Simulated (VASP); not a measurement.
# BC6 in VASP: further runs, part 2 of 2

VASP 6.6.1.

## (3) Single point, PBE

INCAR

```
ALGO     = Normal         # electronic algorithm
EDIFF    = 1E-6           # SCF threshold, eV
ENCUT    = 520            # plane-wave cutoff, eV
GGA      = PE             # functional
ISIF     = 2              # what is computed and relaxed
ISMEAR   = -1             # smearing method
ISYM     = 0            
LASPH    = True           # aspherical terms in the spheres
LCHARG   = False          # write CHGCAR
LREAL    = False          # projectors in reciprocal space
LWAVE    = False          # write WAVECAR
NBANDS   = 40             # bands
NELM     = 80             # most SCF steps
PREC     = Accurate       # precision mode
SIGMA    = 0.05           # smearing width, eV
```

KPOINTS

```
Automatic mesh
0
Gamma
  1 1 1
  0.25 0.25 0.25
```

POSCAR

```
BC6
1.0
    4.9729980000     -0.1966600000      0.0225860000
   -0.1966600000      4.9296060000     -0.1069400000
    0.0225860000     -0.1069400000      4.8244630000
C B
12 2
Direct
    0.4188543890      0.9220859324      0.3271221324
    0.4745239994      0.2097187633      0.8824666549
    0.6374847002      0.5948968950      0.5794423223
    0.1091148738      0.5664684753      0.1810254675
    0.9272261030      0.9868299755      0.3641825564
    0.1232152370      0.6222621513      0.6834741556
    0.8500663752      0.4914308914      0.7120966666
    0.6730745022      0.8519987382      0.4224262233
    0.1428575567      0.7772187298      0.4216546360
    0.3622611214     -0.0089724482      0.0435954129
    0.7657820571      0.2842614289      0.9210224980
    0.1989644358      0.7317236071      0.9603304475
    0.3841969470      0.4384469748      0.6889813534
    0.9554782064      0.2521565923      0.1746615520
```

Potentials or basis: VASP PAW PBE potentials, release 64 (C, B).

Run with:

```
$ cat potpaw_PBE.64/C/POTCAR potpaw_PBE.64/B/POTCAR > POTCAR
$ mpirun -np 1 vasp_std > vasp.out
```

OUTCAR:

```text
EDIFF = 1E-6
   ENCUT = 520
   GGA = PE
   ISIF = 2
   ISMEAR = -1
   ISYM = 0
   LASPH = True
   LREAL = False
   NELM = 80
   PREC = Accurate

 ion  position               nearest neighbor table
   1  0.419  0.922  0.327-   8 1.42  10 1.46   9 1.57
   2  0.475  0.210  0.882-  10 1.43  11 1.48  13 1.59
   3  0.637  0.595  0.579-   7 1.38   8 1.50  13 1.53
   4  0.109  0.566  0.181-  12 1.42   9 1.53  14 1.67
   5  0.927  0.987  0.364-   8 1.41   9 1.58  14 1.63
   6  0.123  0.622  0.683-  12 1.46   7 1.47   9 1.50  13 1.64
   7  0.850  0.491  0.712-   3 1.38   6 1.47  11 1.50
   8  0.673  0.852  0.422-   5 1.41   1 1.42   3 1.50
   9  0.143  0.777  0.422-   6 1.50   4 1.53   1 1.57   5 1.58
  10  0.362  0.991  0.044-   2 1.43   1 1.46  12 1.50
  11  0.766  0.284  0.921-   2 1.48   7 1.50  14 1.57
  12  0.199  0.732  0.960-   4 1.42   6 1.46  10 1.50
  13  0.384  0.438  0.689-   3 1.53   2 1.59   6 1.64
  14  0.955  0.252  0.175-  11 1.57   5 1.63   4 1.67

IMPORTANT INFORMATION: All symmetrisations will be switched off!
NOSYMM: (Re-)initialisation of all symmetry stuff for point group C_1.

----------------------------------------------------------------------------------------

                                     Primitive cell

  volume of cell :     118.0263

  direct lattice vectors                    reciprocal lattice vectors
     4.972998000 -0.196660000  0.022586000     0.201406506  0.008018243 -0.000765162
    -0.196660000  4.929606000 -0.106940000     0.008018243  0.203272777  0.004468247
     0.022586000 -0.106940000  4.824463000    -0.000765162  0.004468247  0.207379581

  length of vectors
     4.976936245  4.934686073  4.825700937     0.201567503  0.203479924  0.207429124

  position of ions in fractional coordinates (direct lattice)
[... 109 lines left out ...]
   LRPA    =     F    only Hartree local field effects (RPA)
 non-spin polarized calculation
  energy-cutoff  :      520.00
  volume of cell :      118.03
 maximum number of plane-waves:      3173
 NGX is ok and might be reduce to    40
   NGX = 19   NGY = 19   NGZ = 17

 number of electron      54.0000002 magnetization

 Free energy of the ion-electron system (eV)
  ---------------------------------------------------
  ext. energy  EPLUGINS =         0.00000000
  ---------------------------------------------------
  free energy    TOTEN  =      -115.72150613 eV

  energy without entropy =     -115.72145236  energy(sigma->0) =     -115.72147925

 E-fermi :   4.7637     XC(G=0): -10.8061

 val. band max:        4.2297536528   @ k =   0.2500   0.2500   0.2500
 cond. band min:       5.2976630468   @ k =   0.2500   0.2500   0.2500
 fundamental gap:      1.0679093939
 Fermi energy:         4.7637083353

 k-point     1 :       0.2500    0.2500    0.2500
  band No.  band energies     occupation
      1     -13.9606      2.00000
      2     -12.5111      2.00000
      3     -11.0563      2.00000
      4     -10.3033      2.00000
      5      -9.5873      2.00000
      6      -8.2909      2.00000
[... 31 lines left out ...]
     38      12.9890      0.00000
     39      13.2099      0.00000
 [bands above 39 left out]

------------------------ aborting loop because EDIFF is reached ----------------------------------------

  FORCE on cell =-STRESS in cart. coord.  units (eV):
  Direction    XX          YY          ZZ          XY          YZ          ZX
  --------------------------------------------------------------------------------------
  -------------------------------------------------------------------------------------
  Total        8.0899128    -22.0658317      0.5629720     -2.7893577      9.2470586     -0.8485663
  in kB      109.8185271   -299.5381028      7.6422028    -37.8648280    125.5264891    -11.5190740
  external PRESSURE =     -60.6924576 kB  Pullay stress =       0.0000000 kB

 VOLUME and BASIS-vectors are now :
 -----------------------------------------------------------------------------
  energy-cutoff  :      520.00
  volume of cell :      118.03
      direct lattice vectors                 reciprocal lattice vectors
     4.972998000 -0.196660000  0.022586000     0.201406506  0.008018243 -0.000765162
    -0.196660000  4.929606000 -0.106940000     0.008018243  0.203272777  0.004468247
     0.022586000 -0.106940000  4.824463000    -0.000765162  0.004468247  0.207379581

 POSITION                                       TOTAL-FORCE (eV/Angst)
 -----------------------------------------------------------------------------------
      1.90901      4.42817      1.48904        -0.103633      0.505227     -0.140847
      2.33849      0.84614      4.24572         1.244736      0.451310     -0.276022
      3.06631      2.74527      2.74628         0.463036      0.720407      0.328696
      0.43532      2.75165      0.81524        -0.014611     -0.519267      0.369494
      4.42525      4.64339      1.67240        -0.796425     -0.756857     -0.150949
      0.50581      2.97018      3.23363         1.083402     -1.090905      0.154964
      4.14682      2.17923      3.40213        -0.830563     -1.029964      0.208505
      3.18919      4.02248      1.96207        -0.197877     -0.376883      0.235551
      0.56711      3.75820      1.95437         0.895100      0.663599     -0.059148
      1.60761      4.80947      0.11253        -0.605832     -1.186626      0.496270
      3.77313      1.15220      4.43034        -0.160613      1.134620     -0.160078
      0.86724      3.46528      4.55932        -0.134111      0.674346     -0.648504
      1.83995      2.01214      3.28575        -0.927391      0.098893      0.106327
      4.70595      1.03645      0.83726         0.084781      0.712102     -0.464258
 -----------------------------------------------------------------------------------
    total drift:                                0.000028     -0.000086     -0.000408

  FREE ENERGIE OF THE ION-ELECTRON SYSTEM (eV)
  ---------------------------------------------------
  free  energy   TOTEN  =      -115.7215061327 eV

  energy  without entropy=     -115.7214523604  energy(sigma->0) =     -115.72147925
```

OSZICAR:

```text
N       E                     dE             d eps       ncg     rms          rms(c)
DAV:   1     0.180867730124E+03    0.18087E+03   -0.26774E+04    80   0.125E+03
DAV:   2    -0.106380771131E+03   -0.28725E+03   -0.27634E+03   112   0.254E+02
DAV:   3    -0.122153897235E+03   -0.15773E+02   -0.15603E+02    96   0.576E+01
DAV:   4    -0.122432781749E+03   -0.27888E+00   -0.27852E+00   104   0.840E+00
DAV:   5    -0.122438968654E+03   -0.61869E-02   -0.61849E-02    96   0.124E+00    0.155E+01
DAV:   6    -0.117126009977E+03    0.53130E+01   -0.68126E+00    96   0.115E+01    0.869E+00
DAV:   7    -0.115746975432E+03    0.13790E+01   -0.40620E+00    96   0.871E+00    0.324E+00
DAV:   8    -0.115716870647E+03    0.30105E-01   -0.35654E-01   104   0.270E+00    0.149E+00
DAV:   9    -0.115719735266E+03   -0.28646E-02   -0.38086E-02    96   0.932E-01    0.533E-01
DAV:  10    -0.115721080829E+03   -0.13456E-02   -0.52327E-03   104   0.367E-01    0.119E-01
DAV:  11    -0.115721365257E+03   -0.28443E-03   -0.71622E-04   104   0.137E-01    0.430E-02
DAV:  12    -0.115721466185E+03   -0.10093E-03   -0.12842E-04    96   0.564E-02    0.230E-02
DAV:  13    -0.115721500864E+03   -0.34679E-04   -0.32572E-05   104   0.291E-02    0.764E-03
DAV:  14    -0.115721505702E+03   -0.48378E-05   -0.56763E-06    96   0.118E-02    0.239E-03
DAV:  15    -0.115721506133E+03   -0.43116E-06   -0.69400E-07    64   0.432E-03
   1 F= -.11572151E+03 E0= -.11572148E+03  d E =-.537723E-04
```

It took 34 s on 1 thread of Intel Xeon 6975P-C, shared host; peak memory 0.21 GiB.

What came out:

| Item | Value |
| --- | --- |
| Free energy | -115.7215 eV |
| Pressure | -6.1 GPa |
| Largest force | 1.545 eV/Å |
| Band gap on the k mesh | 1.07 eV |

Forces on the atoms (eV/Å):
```
C   -0.104  0.505 -0.141
C    1.245  0.451 -0.276
C    0.463  0.720  0.329
C   -0.015 -0.519  0.369
C   -0.796 -0.757 -0.151
C    1.083 -1.091  0.155
C   -0.831 -1.030  0.209
C   -0.198 -0.377  0.236
C    0.895  0.664 -0.059
C   -0.606 -1.187  0.496
C   -0.161  1.135 -0.160
C   -0.134  0.674 -0.649
B   -0.927  0.099  0.106
B    0.085  0.712 -0.464
```

Caveat: the k points lie up to 1.30 Å⁻¹ apart.

## (4) Single point, PBE

INCAR

```
SYSTEM = BC6
PREC = Accurate ; ENCUT = 520
EDIFF = 1E-6 ; ISMEAR = -1
SIGMA = 0.05 ; LREAL = .False.
LASPH = .True. ; NELM = 100
ALGO = Normal ; ISIF = 2
LWAVE = .False. ; LCHARG = .False.
GGA = PE ; ISYM = 0
NBANDS = 40
```

KPOINTS is that of step 3.

POSCAR

```
BC6
1.0
    4.9729980000     -0.1966600000      0.0225860000
   -0.1966600000      4.9296060000     -0.1069400000
    0.0225860000     -0.1069400000      4.8244630000
C B
12 2
Direct
    0.4447098949      0.9095104861      0.3635842650
    0.5200953283      0.1956362342      0.9204283390
    0.6661965783      0.5878415947      0.6243990397
    0.1587282906      0.5471467689      0.2167896900
    0.9483548590      0.9610193353      0.3943259312
    0.1710767699      0.5934443031      0.7282087134
    0.8822538475      0.4716631971      0.7430118289
    0.6940263946      0.8461435813      0.4619996701
    0.1774462362      0.7534689614      0.4526887594
    0.3901757747     -0.0168585040      0.0836473700
    0.8012902579      0.2793288376      0.9503214107
    0.2430092475      0.7239142928      1.0007297781
    0.4162351748      0.4336504920      0.7447097213
    0.9839190327      0.2415606702      0.2053900512
```

Run with:

```
$ cat potpaw_PBE.64/C/POTCAR potpaw_PBE.64/B/POTCAR > POTCAR
$ mpirun -np 1 vasp_std > vasp.out
```

Run time: 34 s. Hardware: 1 thread of Intel Xeon 6975P-C, shared host; peak memory 0.21 GiB.

It converged, with:

* Free energy: -115.4651 eV
* Pressure: -3.0 GPa
* Largest force: 3.511 eV/Å
* Band gap on the k mesh: 1.11 eV

Forces in eV/Å, atoms in the order of the input:
```
C   -0.682  0.926  0.072
C   -0.460  0.755 -0.336
C    1.038  0.779  0.069
C   -0.858 -0.346 -0.002
C    0.532  0.661 -0.461
C   -2.571  1.379 -1.954
C    0.522  0.654 -0.011
C    0.804 -1.821  0.884
C    0.529  0.857  1.812
C    0.371 -0.676  0.472
C   -0.026 -0.521  1.076
C   -1.079 -1.038 -1.178
B    0.965 -1.403 -0.320
B    0.917 -0.206 -0.124
```

Stress tensor (GPa, compression positive):
```
 15.26  -2.90  -3.01
 -2.90 -27.86  14.29
 -3.01  14.29   3.64
```

Levels at points of the mesh, in eV from the valence-band top:
| k point | band 25 | band 26 | band 27 | band 28 | band 29 | band 30 |
| --- | --- | --- | --- | --- | --- | --- |
| (0.25, 0.25, 0.25) | -1.55 | -0.64 | 0.00 | 1.11 | 1.82 | 3.15 |

Caveat: the k points lie up to 1.30 Å⁻¹ apart.

## (5) Single point, PBE

This run uses another cell than the first one, of 7.34 Å³/atom, 0.871 times its volume.

INCAR

```
  PREC = Accurate
  ENCUT = 520
  EDIFF = 1E-7
  ISMEAR = 0
  SIGMA = 0.1
  LREAL = False
  LASPH = True
  NELM = 100
  ALGO = Normal
  ISIF = 2
  LWAVE = False
  LCHARG = True
  GGA = PE
  LELF = True
  LVHAR = True
  ISYM = 0
  NBANDS = 40
```

KPOINTS

```
regular mesh
0
Gamma
  3 3 3
```

POSCAR

```
BC6
1.0
    5.0759141932      0.1241725817      0.1477229247
    0.0796311151      4.0246487450     -0.2843719679
    0.1308388636     -0.2503964678      5.0537939491
C B
12 2
Direct
    0.4276037321      0.9925521526      0.4127598361
    0.5466653934      0.1804134916      0.9244879849
    0.6826886692      0.5442942807      0.5977026552
    0.1099040016      0.6012287505      0.2358550608
    0.9379221533      0.9371259574      0.3720410123
    0.1651603632      0.6061323369      0.7319894307
    0.8962948586      0.4662310722      0.7523830880
    0.6855928732      0.8175987713      0.4566052543
    0.1907342245      0.7904049874      0.4850446248
    0.3978892836      1.0027820926      0.1048934109
    0.8069959078      0.2725557344      0.9556964125
    0.2300449032      0.7517902234      0.0077603060
    0.4414775253      0.3229316177      0.6592985236
    0.9785435906      0.2414292870      0.1937166660
```

Run with:

```
$ cat potpaw_PBE.64/C/POTCAR potpaw_PBE.64/B/POTCAR > POTCAR
$ mpirun -np 1 vasp_std > vasp.out
```

Wall time 32 s (1 thread of Intel Xeon 6975P-C (Granite Rapids), shared host); peak memory 0.21 GiB.

Results (log left out):

```yaml
Free_energy: -117.5060 eV
Pressure: 0.4 GPa
Largest_force: 0.059 eV/Å
Band_gap_on_the_k_mesh: 0.49 eV, indirect (least direct gap 0.91 eV)
```

Forces in eV/Å, atoms in the order of the input:
```
C    0.013  0.008 -0.011
C   -0.007  0.001 -0.022
C   -0.023 -0.005  0.004
C   -0.025 -0.049 -0.019
C   -0.029  0.041 -0.024
C    0.020 -0.006 -0.013
C    0.018 -0.004  0.005
C   -0.019 -0.001 -0.017
C    0.031  0.002  0.050
C    0.013  0.031  0.039
C    0.034 -0.010  0.043
C   -0.017 -0.008 -0.036
B   -0.010  0.009  0.002
B    0.002 -0.009 -0.002
```

Stress tensor (GPa, compression positive):
```
 0.50  0.20  0.00
 0.20  0.39 -0.11
 0.00 -0.11  0.31
```

Levels at points of the mesh, in eV from the valence-band top:
| k point | band 25 | band 26 | band 27 | band 28 | band 29 | band 30 |
| --- | --- | --- | --- | --- | --- | --- |
| (0.00, 0.00, 0.00) | -2.33 | -2.06 | -1.00 | 0.83 | 2.00 | 3.74 |

Caveat: the k points lie up to 0.52 Å⁻¹ apart.
